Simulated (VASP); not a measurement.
As:

```xyz
1
Lattice="-1.6601 1.6601 1.6601 1.6601 -1.6601 1.6601 1.6601 1.6601 -1.6601" Properties=species:S:1:pos:R:3 pbc="T T T"
As    0.0000    0.0000    0.0000
```

```yaml
Program: VASP 6.6.1
Task: relaxation of cell and atoms
Functional: LDA
Potentials_or_basis: VASP PAW LDA potentials, release 64 (As)
Cutoff: 600 eV
k_mesh: 13 × 13 × 13
Occupations: fermi-dirac, width 0.1 eV
Spin: no spin polarisation
```

At the start: pressure -2.1 GPa; volume 18.30 Å³/atom.

**Question.** Where does the relaxation end?

**Answer.** Over 3 steps the energy falls by 2.7 meV/atom and the volume is 17.89 Å³/atom (-2.3 %); space group Im-3m (No. 229, to 0.05 Å).

The path:
```csv
step,energy change (eV),largest force (eV/Å),pressure (GPa),volume (Å³)
1,0.0000,0.0000,-2.06,18.30
2,-0.0020,0.0000,1.10,17.69
3,-0.0027,0.0000,0.00,17.89
```

Final structure:
```yaml
crystal:
  lattice:
    - [-1.64754, 1.64754, 1.64754]
    - [1.64754, -1.64754, 1.64754]
    - [1.64754, 1.64754, -1.64754]
  atoms:
    - { symbol: As, position: [0.00000, 0.00000, 0.00000] }
```
